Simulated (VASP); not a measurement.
H14SO6, 21 atoms in the cell. The cell holds an amorphous packing of atoms, 21 atoms: a = 6.782 Å, b = 6.782 Å, c = 6.782 Å, α = 90.00°, β = 90.00°, γ = 90.00°. 

```yaml
Program: VASP 6.6.1
Task: single point
Functional: PBE
Potentials_or_basis: VASP PAW PBE potentials, release 64 (O, H, S)
Cutoff: 520 eV
k_mesh: 1 × 1 × 1
Occupations: fermi-dirac, width 0.05 eV
Spin: no spin polarisation
Dipole_correction: no
Further_INCAR_settings: LREAL = Auto; ALGO = Normal; EDIFF = 1e-07; NBANDS = 44
```

Potentials or basis: VASP PAW PBE potentials, release 64 (O, H, S).

Launch:

```bash
$ cat potpaw_PBE.64/O/POTCAR potpaw_PBE.64/H/POTCAR potpaw_PBE.64/S/POTCAR > POTCAR
$ mpirun -np 1 vasp_gam > vasp.out
```

Hardware: 1 thread of Intel(R) Xeon(R) Platinum 8488C (Sapphire Rapids), on a shared host.

Problem. How long does it take, and how much memory?

Solution. Wall time 22 s on 1 thread of Intel(R) Xeon(R) Platinum 8488C (Sapphire Rapids), with other jobs on the host, peak memory 0.31 GiB. Counts: scf iterations 17, k points 1.
